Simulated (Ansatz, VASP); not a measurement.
# CeO2 in VASP and in Ansatz

```
Ce O
1.0
     0.00000    2.64741    2.64741
     2.64741    0.00000    2.64741
     2.64741    2.64741    0.00000
Ce O
1 2
Cartesian
  0.0000 0.0000 0.0000
  1.3237 1.3237 1.3237
  3.9711 3.9711 3.9711
```

Alike in both runs: task single point; functional PBE; k mesh 10 × 10 × 10; occupations gaussian, width 0.02 eV; no spin polarisation.

```csv
,VASP,Ansatz
version,VASP 6.6.1,Ansatz 0.2.0
potentials or method,"VASP PAW PBE potentials, release 64 (Ce, O), cutoff 520 eV","scalar-relativistic, plane waves, PAW"
valence electrons in the cell,24,24
```

VASP gave:

```
gap on the k mesh at the Fermi level (eV) : 2.16
least direct gap on the mesh (eV)         : 2.24
pressure (GPa)                            : 20.2
```

Question: Which values does Ansatz return?

Answer: gap on the k mesh at the Fermi level (eV): 2.20; least direct gap on the mesh (eV): 2.28; pressure (GPa): 20.2.

The functional is the same, so the differences come from potentials, cutoffs and numerics.

Neither program's run includes spin-orbit coupling.
